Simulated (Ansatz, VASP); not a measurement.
# One calculation of MgGaC4N4, two programs

```
Mg Ga C N
1.0
     3.59918   -5.10905    0.10612
     3.47074    4.97941    0.12386
     0.23603    0.00906    7.10549
Mg Ga C N
1 1 4 4
Direct
  0.49804 0.50206 0.49990
  0.03153 0.96557 0.99991
  0.83924 0.74316 0.79399
  0.25218 0.15624 0.20637
  0.75969 0.87949 0.18277
  0.12611 0.24641 0.81647
  0.75542 0.60549 0.68366
  0.38665 0.23746 0.31768
  0.62392 0.77982 0.30208
  0.22723 0.38431 0.69718
```

Change from the starting cell: cell x1, atoms moved at random (sigma 0.1 Å) and cell strained at random (1.5 %), then relaxed without symmetry.

Alike in both runs: functional PBE; k mesh 4 × 4 × 4; occupations gaussian, width 0.2 eV; no spin polarisation.

Ansatz relaxed the structure, and its values are those at the end. VASP's run is a single point on that final structure, the one shown.

|  | VASP | Ansatz |
| --- | --- | --- |
| version | VASP 6.6.1 | Ansatz 0.2.0 |
| potentials or method | VASP PAW PBE potentials, release 64 (Mg, Ga_d, C, N), cutoff 520 eV | scalar-relativistic, plane waves, PAW |
| valence electrons in the cell | 51 | 59 |

VASP gave:

* gap on the k mesh at the Fermi level (eV): none
* pressure (GPa): 0.3
* rms of the force components (eV/Å): 0.213

**Question.** What did Ansatz give for the same quantities?

**Answer.** gap on the k mesh at the Fermi level (eV): none; pressure (GPa): 0.0; rms of the force components (eV/Å): 0.005.

A gap of «none» marks a metal or a gap that the smearing closes. One of these differences is far larger than is usual between the two programs; its cause wasn't traced. VASP's potentials hold 51 valence electrons a cell and Ansatz's 59, so a difference there can come from the potentials and not from the codes.

Noted on VASP's run: the standard files for N, O and F lose accuracy on very short bonds.
